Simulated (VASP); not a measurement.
## Ge5H2: single point with PBE

Ge5H2, a slab with vacuum:

```
Ge H
1.0
     8.14738    0.00000    0.00000
     0.00000    8.14738    0.00000
     0.00000    0.00000   19.51751
Ge H
20 8
Cartesian
  4.0737 4.0737 4.9064
  4.0737 0.0000 4.9064
  0.0000 4.0737 4.9064
  0.0000 0.0000 4.9064
  6.1105 4.0737 6.3467
  6.1105 0.0000 6.3467
  2.0368 4.0737 6.3467
  2.0368 0.0000 6.3467
  6.1503 6.1039 7.8375
  6.1503 2.0435 7.8375
  2.0072 6.1153 7.7659
  2.0072 2.0321 7.7659
  0.0412 5.9203 9.3351
  0.0412 2.2271 9.3351
  4.0613 5.9593 9.2436
  4.0613 2.1881 9.2436
  0.7630 0.0000 10.1815
  0.5357 4.0737 11.0545
  3.2197 0.0000 9.9658
  3.2376 4.0737 10.6866
  4.1421 5.2975 3.9696
  4.1421 2.8499 3.9696
  4.1421 1.2238 3.9696
  4.1421 -1.2238 3.9696
  -0.0684 2.8499 3.9696
  -0.0684 5.2975 3.9696
  -0.0684 -1.2238 3.9696
  -0.0684 1.2238 3.9696
```

| Property | Result |
| --- | --- |
| Program | VASP 6.6.1 |
| Task | single point |
| Functional | PBE |
| Potentials or basis | VASP PAW PBE potentials, release 64 (Ge_d, H) |
| Cutoff | 410 eV |
| k mesh | 3 × 3 × 1 |
| Occupations | gaussian, width 0.05 eV |
| Spin | no spin polarisation |

```
Largest force          : 0.515 eV/Å
Band gap on the k mesh : zero (bands 144 and 145 overlap by 0.13 eV)
```

Forces on the atoms (eV/Å):
```
Ge   0.037  0.000  0.241
Ge   0.053  0.000  0.261
Ge  -0.048  0.000  0.241
Ge  -0.027  0.000  0.212
Ge   0.040  0.000  0.114
Ge   0.030  0.000  0.225
Ge   0.005  0.000 -0.515
Ge  -0.080  0.000 -0.478
Ge   0.003  0.002  0.002
Ge   0.003 -0.002  0.002
Ge  -0.002 -0.001 -0.004
Ge  -0.002  0.001 -0.004
Ge   0.002  0.004 -0.001
Ge   0.002 -0.004 -0.001
Ge   0.002 -0.007  0.002
Ge   0.002  0.007  0.002
Ge   0.002  0.000 -0.255
Ge   0.001  0.000 -0.226
Ge  -0.010  0.000  0.008
Ge   0.003  0.000 -0.004
H   -0.025 -0.030  0.009
H   -0.025  0.030  0.009
H   -0.033 -0.024  0.046
H   -0.033  0.024  0.046
H    0.037  0.029  0.013
H    0.037 -0.029  0.013
H    0.015  0.029  0.022
H    0.015 -0.029  0.022
```

Levels at points of the mesh, in eV from the Fermi level:
| k point | band 141 | band 142 | band 143 | band 144 | band 145 | band 146 | band 147 | band 148 |
| --- | --- | --- | --- | --- | --- | --- | --- | --- |
| (0.00, 0.00, 0.00) | -0.67 | -0.48 | -0.37 | -0.33 | -0.13 | 0.56 | 0.74 | 1.09 |

It took 42 min on 1 thread of Intel(R) Xeon(R) Platinum 8259CL CPU @ 2.50GHz (Skylake/Cascade Lake), on a shared host, peak memory 1 GiB.
